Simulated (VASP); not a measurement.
# Ge: single point with PBEsol

The system is Ge.

```xyz
4
Lattice="4.1169 0.0000 0.0000 -2.0584 3.5653 0.0000 0.0000 0.0000 6.5392" Properties=species:S:1:pos:R:3 pbc="T T T"
Ge    2.0584    1.1884    0.3946
Ge    0.0000    2.3769    3.6642
Ge    2.0584    1.1884    2.8749
Ge    0.0000    2.3769    6.1445
```

This cell differs from its parent crystal: biaxial strain in the a-b plane: +3.0 %, then relaxed in part.

| Quantity | Value |
| --- | --- |
| Program | VASP 6.6.1 |
| Task | single point |
| Functional | PBEsol |
| Potentials or basis | VASP PAW PBE potentials, release 64 (Ge_d) |
| Cutoff | 520 eV |
| k mesh | 18 × 18 × 8 |
| Occupations | gaussian, width 0.1 eV |
| Spin | no spin polarisation |
| Dipole correction | no |
| Further INCAR settings | ALGO = Normal; EDIFF = 1e-06; NBANDS = 36 |

```
Pressure               : -3.0 GPa
Band gap on the k mesh : zero (bands 28 and 29 overlap by 0.35 eV)
```

Stress tensor (GPa, compression positive):
```
-4.50  0.00  0.00
 0.00 -4.50  0.00
 0.00  0.00 -0.12
```

Levels at points of the mesh, in eV from the Fermi level:
```
           k point  band 24  band 25  band 26  band 27  band 28  band 29  band 30  band 31  band 32  band 33
(0.00, 0.00, 0.00)    -1.50    -1.50    -0.58    -0.34     0.12     0.15     0.15     2.19     2.19     3.08
(0.50, 0.00, 0.00)    -6.45    -4.24    -2.95    -2.53    -1.26     0.41     1.66     3.74     3.79     4.67
(0.00, 0.00, 0.50)    -4.49    -0.86    -0.86    -0.86    -0.86     0.29     0.29     3.29     3.29     3.29
(0.50, 0.00, 0.50)    -7.60    -2.27    -2.27    -2.16    -2.16     0.60     0.60     2.23     2.23     6.15
```

It took 8.6 min on 1 thread of Intel Xeon 8259CL (shared host), peak memory 0.54 GiB.

Caveat: the cell differs from its parent crystal (biaxial strain in the a-b plane: +3.0 %, then relaxed in part); the cell stands under tension; semilocal functionals underestimate gaps, and a narrow one can read as zero; the PAW data sets were made with another functional, which shifts forces and pressure a little.
